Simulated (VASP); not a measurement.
**SrCl2: single point with LDA**

SrCl2:

```
Sr Cl
1.0
     0.00000    3.55677    3.55677
     3.55677    0.00000    3.55677
     3.55677    3.55677    0.00000
Sr Cl
1 2
Direct
  0.00000 0.00000 0.00000
  0.25000 0.25000 0.25000
  0.75000 0.75000 0.75000
```

| Quantity | Value |
| --- | --- |
| Program | VASP 6.6.1 |
| Task | single point |
| Functional | LDA |
| Potentials or basis | VASP PAW LDA potentials, release 64 (Sr_sv, Cl) |
| Cutoff | 500 eV |
| k mesh | 5 × 5 × 5 |
| Occupations | gaussian, width 0.01 eV |
| Spin | no spin polarisation |

```
Pressure               : -4.3 GPa
Band gap on the k mesh : 4.74 eV, indirect (least direct gap 5.00 eV)
```

Levels at points of the mesh, in eV from the valence-band top:
```tsv
k point	band 8	band 9	band 10	band 11	band 12	band 13	band 14	band 15	band 16	band 17
(0.00, 0.00, 0.00)	-1.93	-1.93	-0.26	-0.26	-0.26	4.74	5.90	5.90	8.66	8.66
```

Run time: 36 s on 1 thread of Intel Xeon 8259CL, on a shared host, peak memory 0.19 GiB.

A k mesh can miss the band edges. A hybrid or GW would open this gap; LDA tends to underestimate it.
